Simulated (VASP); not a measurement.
# Ti12H in VASP: single point with PBE

Aim: the single point of Ti12H with PBE.

All numbers are computed with VASP 6.6.1; they aren't measurements. Logs are shortened: lines on timing, memory, paths and dates and some standing lists are left out, and cuts for length are marked.

### 1 The cell of the first run

The cell holds a slab with vacuum, 13 atoms: a = 5.876 Å, b = 4.650 Å, c = 21.284 Å, α = 90.00°, β = 90.00°, γ = 90.00°.

### 2 Single point, PBE

Input file INCAR:

```
SYSTEM = Ti12H
ALGO = Normal ; DIPOL = 0.5 0.5 0.341
EDIFF = 1E-7 ; ENCUT = 520
GGA = PE ; IDIPOL = 3
ISIF = 2 ; ISMEAR = 0
LASPH = .TRUE. ; LCHARG = .FALSE.
LDIPOL = .TRUE. ; LREAL = .FALSE.
LWAVE = .FALSE. ; NBANDS = 84
NELM = 80 ; PREC = Accurate
SIGMA = 0.1
```

Input file KPOINTS:

```
k-points
0
G
  5 6 1
  0 0 0
```

Input file POSCAR:

```
Ti12H
1.0
    5.8763264167      0.0000000000      0.0000000000
    0.0000000000      4.6504654186      0.0000000000
    0.0000000000      0.0000000000     21.2842241193
Ti H
12 1
Direct
    0.0000000000      0.7500000000      0.1879326198
    0.5000000000      0.7500000000      0.1879326198
    0.2500000000      0.2500000000      0.2277825413
    0.7500000000      0.2500000000      0.2277825413
    0.2500000000      0.7500000000      0.3074823843
    0.7500000000      0.7500000000      0.3074823843
    0.0000000000      0.2500000000      0.3461291961
    0.5000000000      0.2500000000      0.3461291961
    0.0000000000      0.7500000000      0.4220680058
    0.5000000000      0.7500000000      0.4220680058
    0.2500000000      0.2500000000      0.4596937180
    0.7500000000      0.2500000000      0.4596937180
    0.2500000000      0.5000000000      0.5245898077
```

Potentials or basis: VASP PAW PBE potentials, release 64 (Ti_sv, H).

Command:

```sh
cat potpaw_PBE.64/Ti_sv/POTCAR potpaw_PBE.64/H/POTCAR > POTCAR
mpirun -np 1 vasp_std > vasp.out
```

OUTCAR:

```text
SYSTEM = Ti12H
   EDIFF = 1E-7
   ENCUT = 520
   GGA = PE
   ISIF = 2
   ISMEAR = 0
   LASPH = .TRUE.
   LREAL = .FALSE.
   NELM = 80
   PREC = Accurate

 ion  position               nearest neighbor table
   1  0.000  0.750  0.188-   3 2.88   4 2.88   3 2.88   4 2.88
   2  0.500  0.750  0.188-   3 2.88   4 2.88   3 2.88   4 2.88
   3  0.250  0.250  0.228-   1 2.88   2 2.88   1 2.88   2 2.88   5 2.88   5 2.88   8 2.92   7 2.92

   4  0.750  0.250  0.228-   1 2.88   2 2.88   1 2.88   2 2.88   6 2.88   6 2.88   8 2.92   7 2.92

   5  0.250  0.750  0.307-   9 2.85  10 2.85   7 2.87   8 2.87   7 2.87   8 2.87   3 2.88   3 2.88

   6  0.750  0.750  0.307-   9 2.85  10 2.85   7 2.87   8 2.87   7 2.87   8 2.87   4 2.88   4 2.88

   7  0.000  0.250  0.346-  11 2.83  12 2.83   9 2.83   9 2.83   5 2.87   5 2.87   6 2.87   6 2.87
                             3 2.92   4 2.92
   8  0.500  0.250  0.346-  11 2.83  12 2.83  10 2.83  10 2.83   5 2.87   5 2.87   6 2.87   6 2.87
                             3 2.92   4 2.92
   9  0.000  0.750  0.422-   7 2.83   7 2.83   5 2.85   6 2.85  12 2.86  11 2.86  11 2.86  12 2.86

  10  0.500  0.750  0.422-   8 2.83   8 2.83   5 2.85   6 2.85  12 2.86  11 2.86  11 2.86  12 2.86

  11  0.250  0.250  0.460-  13 1.81   8 2.83   7 2.83  10 2.86   9 2.86   9 2.86  10 2.86
  12  0.750  0.250  0.460-   7 2.83   8 2.83   9 2.86  10 2.86   9 2.86  10 2.86
  13  0.250  0.500  0.525-  11 1.81

  LATTYP: Found a simple orthorhombic cell.
 ALAT       =     4.6504654186
 B/A-ratio  =     1.2635996374
 C/A-ratio  =     4.5767944073

  Lattice vectors:

 A1 = (   0.0000000000,  -4.6504654186,   0.0000000000)
 A2 = (   5.8763264167,   0.0000000000,   0.0000000000)
 A3 = (   0.0000000000,   0.0000000000,  21.2842241193)

Analysis of symmetry for initial positions (statically):
=====================================================================
 Subroutine PRICEL returns:
 Original cell was already a primitive cell.

 Routine SETGRP: Setting up the symmetry group for a
 simple orthorhombic supercell.

 Subroutine GETGRP returns: Found  2 space group operations
 (whereof  1 operations were pure point group operations)
 out of a pool of  8 trial point group operations.

The static configuration has the point symmetry C_1 .
 The point group associated with its full space group is C_1h.

Analysis of symmetry for dynamics (positions and initial velocities):
=====================================================================
 Subroutine PRICEL returns:
 Original cell was already a primitive cell.

 Routine SETGRP: Setting up the symmetry group for a
 simple orthorhombic supercell.

 Subroutine GETGRP returns: Found  2 space group operations
 (whereof  1 operations were pure point group operations)
 out of a pool of  8 trial point group operations.

The dynamic configuration has the point symmetry C_1 .
 The point group associated with its full space group is C_1h.

 Subroutine INISYM returns: Found  2 space group operations
 (whereof  1 operations are pure point group operations),
 and found     1 'primitive' translations

----------------------------------------------------------------------------------------

                                     Primitive cell

  volume of cell :     581.6479

  direct lattice vectors                    reciprocal lattice vectors
     5.876326417  0.000000000  0.000000000     0.170174345  0.000000000  0.000000000
     0.000000000  4.650465419  0.000000000     0.000000000  0.215032241  0.000000000
     0.000000000  0.000000000 21.284224119     0.000000000  0.000000000  0.046983155

  length of vectors
     5.876326417  4.650465419 21.284224119     0.170174345  0.215032241  0.046983155

  position of ions in fractional coordinates (direct lattice)
     0.000000000  0.750000000  0.187932620
     0.500000000  0.750000000  0.187932620
     0.250000000  0.250000000  0.227782541
     0.750000000  0.250000000  0.227782541
     0.250000000  0.750000000  0.307482384
     0.750000000  0.750000000  0.307482384
     0.000000000  0.250000000  0.346129196
     0.500000000  0.250000000  0.346129196
     0.000000000  0.750000000  0.422068006
     0.500000000  0.750000000  0.422068006
     0.250000000  0.250000000  0.459693718
     0.750000000  0.250000000  0.459693718
     0.250000000  0.500000000  0.524589808

[... 39 lines left out ...]

 Found     12 irreducible k-points:

 Following reciprocal coordinates:
            Coordinates               Weight
  0.000000  0.000000  0.000000      1.000000
  0.200000  0.000000  0.000000      2.000000
  0.400000  0.000000  0.000000      2.000000
  0.000000  0.166667  0.000000      2.000000
  0.200000  0.166667  0.000000      4.000000
  0.400000  0.166667  0.000000      4.000000
  0.000000  0.333333  0.000000      2.000000
  0.200000  0.333333  0.000000      4.000000
  0.400000  0.333333  0.000000      4.000000
  0.000000  0.500000  0.000000      1.000000
  0.200000  0.500000  0.000000      2.000000
  0.400000  0.500000  0.000000      2.000000
   k-points           NKPTS =     12   k-points in BZ     NKDIM =     12   number of bands    NBANDS=     84
   number of dos      NEDOS =    301   number of ions     NIONS =     13
   total plane-waves  NPLWV = 276480
   dimension x,y,z NGX =    48 NGY =   36 NGZ =  160
   dimension x,y,z NGXF=    96 NGYF=   72 NGZF=  320
   ions per type =              12   1
   NGX,Y,Z   is equivalent  to a cutoff of  13.58, 12.87, 12.50 a.u.
   NGXF,Y,Z  is equivalent  to a cutoff of  27.16, 25.74, 24.99 a.u.
 SYSTEM =  Ti12H
   PREC   = accura    normal or accurate (medium, high low for compatibility)
   ISTART =      0    job   : 0-new  1-cont  2-samecut
   ICHARG =      2    charge: 1-file 2-atom 10-const
   ISPIN  =      1    spin polarized calculation?
   LNONCOLLINEAR =      F non collinear calculations
   LSORBIT =      F    spin-orbit coupling
   LASPH  =      T    aspherical Exc in radial PAW
   ENCUT  =  520.0 eV  38.22 Ry    6.18 a.u.  10.93  8.65 39.57*2*pi/ulx,y,z
   NELM   =     80;   NELMIN=  2; NELMDL= -5     # of ELM steps
   EDIFF  = 0.1E-06   stopping-criterion for ELM
   LREAL  =      F    real-space projection
   EDIFFG = 0.1E-05   stopping-criterion for IOM
   NSW    =      0    number of steps for IOM
   IBRION =     -1    ionic relax: 0-MD 1-quasi-New 2-CG
   NFREE  =      0    steps in history (QN), initial steepest desc. (CG)
   ISIF   =      2    stress and relaxation
   ISYM   =      2    0-nonsym 1-usesym 2-fastsym
   POTIM  = 0.5000    time-step for ionic-motion
   TEBEG  =    0.0;   TEEND  =   0.0 temperature during run
   PSTRESS=    0.0 pullay stress
   NELECT =     145.0000    total number of electrons
   NUPDOWN=      -1.0000    fix difference up-down
   EMIN   =  10.00;   EMAX   =-10.00  energy-range for DOS
   EFERMI =   0.00;   METHOD = LEGACY
   ISMEAR =     0;   SIGMA  =   0.10  broadening in eV -4-tet -1-fermi 0-gaus
   EFERMI_NEDOS =   21; number of points for ismear=-14 and -15
   IALGO  =     38    algorithm
   IMIX   =      4    mixing-type and parameters
     AMIX     =   0.40;   BMIX     =  1.00
     AMIX_MAG =   1.60;   BMIX_MAG =  1.00
  volume/ion in A,a.u.               =      44.74       301.93
  Fermi-wavevector in a.u.,A,eV,Ry     =   1.030333  1.947046 14.443745  1.061585
  Thomas-Fermi vector in A             =   2.164425
   LORBIT       =      0    0 simple, 1 ext, 2 COOP (PROOUT), +10 PAW based schemes
   GGA     = PE    functional components
   LHFCALC =     F    Hartree Fock is set to
   AEXX    =    0.0000 exact exchange contribution
   IVDW    =     0    specifies the selected vdW correction
   LEPSILON=     F    determine dielectric tensor
   LRPA    =     F    only Hartree local field effects (RPA)
 non-spin polarized calculation
 Gauss-broadening in eV      SIGMA  =   0.10
  energy-cutoff  :      520.00
  volume of cell :      581.65
 maximum number of plane-waves:     15708
 NGX is ok and might be reduce to    48
   NGX = 21   NGY = 17   NGZ = 79

 dipolmoment           0.000000      0.000000     -0.914481 electrons x Angstroem

 number of electron     145.0000021 magnetization

 dipolmoment           0.000000      0.000000      0.080478 electrons x Angstroem

 Free energy of the ion-electron system (eV)
  ---------------------------------------------------
  ext. energy  EPLUGINS =         0.00000000
  ---------------------------------------------------
  free energy    TOTEN  =       -90.53276589 eV

  energy without entropy =      -90.43064536  energy(sigma->0) =      -90.48170562

 E-fermi :   0.5682     XC(G=0):  -5.1046

 val. band max:        0.5440115318   @ k =   0.4000   0.5000   0.0000
 cond. band min:       0.5724119516   @ k =   0.4000   0.3333   0.0000
 fundamental gap:      0.0284004198
 Fermi energy:         0.5681764166

 k-point     1 :       0.0000    0.0000    0.0000
  band No.  band energies     occupation
      1     -56.4828      2.00000
      2     -56.4429      2.00000
      3     -56.4386      2.00000
      4     -56.2739      2.00000
      5     -56.2048      2.00000
      6     -56.1976      2.00000
[... 1033 lines left out ...]
     83       1.0239      0.00000
     84       1.0349      0.00000

------------------------ aborting loop because EDIFF is reached ----------------------------------------

 vacuum level on the upper side and lower side of the slab       (xc-potential included)         0.191        -0.373

  FORCE on cell =-STRESS in cart. coord.  units (eV):
  Direction    XX          YY          ZZ          XY          YZ          ZX
  --------------------------------------------------------------------------------------
  -------------------------------------------------------------------------------------
  Total       -6.1127449     -3.4804875     -2.3063979      0.0000000      0.6679818      0.0000000
  in kB      -16.8378523     -9.5871718     -6.3530849      0.0000000      1.8399882      0.0000000
  external PRESSURE =     -10.9260363 kB  Pullay stress =       0.0000000 kB

 VOLUME and BASIS-vectors are now :
 -----------------------------------------------------------------------------
  energy-cutoff  :      520.00
  volume of cell :      581.65
      direct lattice vectors                 reciprocal lattice vectors
     5.876326417  0.000000000  0.000000000     0.170174345  0.000000000  0.000000000
     0.000000000  4.650465419  0.000000000     0.000000000  0.215032241  0.000000000
     0.000000000  0.000000000 21.284224119     0.000000000  0.000000000  0.046983155

 POSITION                                       TOTAL-FORCE (eV/Angst)
 -----------------------------------------------------------------------------------
      0.00000      3.48785      4.00000        -0.023756     -0.000946      0.320314
      2.93816      3.48785      4.00000         0.023756     -0.000946      0.320314
      1.46908      1.16262      4.84817         0.000000      0.011024      0.065578
      4.40724      1.16262      4.84817         0.000000      0.022117      0.060779
      1.46908      3.48785      6.54452         0.000000      0.013744     -0.279265
      4.40724      3.48785      6.54452         0.000000      0.013772     -0.437536
      0.00000      1.16262      7.36709        -0.037631     -0.034926     -0.028581
      2.93816      1.16262      7.36709         0.037631     -0.034926     -0.028581
      0.00000      3.48785      8.98339         0.059239     -0.121084      0.215608
      2.93816      3.48785      8.98339        -0.059239     -0.121084      0.215608
      1.46908      1.16262      9.78422         0.000000     -0.033726     -0.517799
      4.40724      1.16262      9.78422         0.000000     -0.109208      0.101884
      1.46908      2.32523     11.16549         0.000000      0.396188     -0.008325
 -----------------------------------------------------------------------------------
    total drift:                                0.000000      0.000014      0.000025

  FREE ENERGIE OF THE ION-ELECTRON SYSTEM (eV)
  ---------------------------------------------------
  free  energy   TOTEN  =       -90.5327658855 eV

  energy  without entropy=      -90.4306453607  energy(sigma->0) =      -90.48170562

 vacuum level on the upper side and lower side of the slab         4.762         4.190
```

It took 25 min on 1 thread of Intel Xeon 6975P-C (Granite Rapids), shared host; peak memory 0.79 GiB.

Results:

```
Free energy            : -90.5328 eV
Largest force          : 0.519 eV/Å
Band gap on the k mesh : zero (an odd number of electrons rules out a gap without spin polarisation)
```

Forces on the atoms (eV/Å):
```
Ti  -0.024 -0.001  0.320
Ti   0.024 -0.001  0.320
Ti   0.000  0.011  0.066
Ti   0.000  0.022  0.061
Ti   0.000  0.014 -0.279
Ti   0.000  0.014 -0.438
Ti  -0.038 -0.035 -0.029
Ti   0.038 -0.035 -0.029
Ti   0.059 -0.121  0.216
Ti  -0.059 -0.121  0.216
Ti   0.000 -0.034 -0.518
Ti   0.000 -0.109  0.102
H    0.000  0.396 -0.008
```

Levels at points of the mesh, in eV from the Fermi level:
```
           k point  band 70  band 71  band 72  band 73  band 74  band 75
(0.00, 0.00, 0.00)    -0.55    -0.11     0.15     0.33     0.34     0.40
(0.00, 0.50, 0.00)    -0.39    -0.21     0.01     0.16     0.21     0.27
```
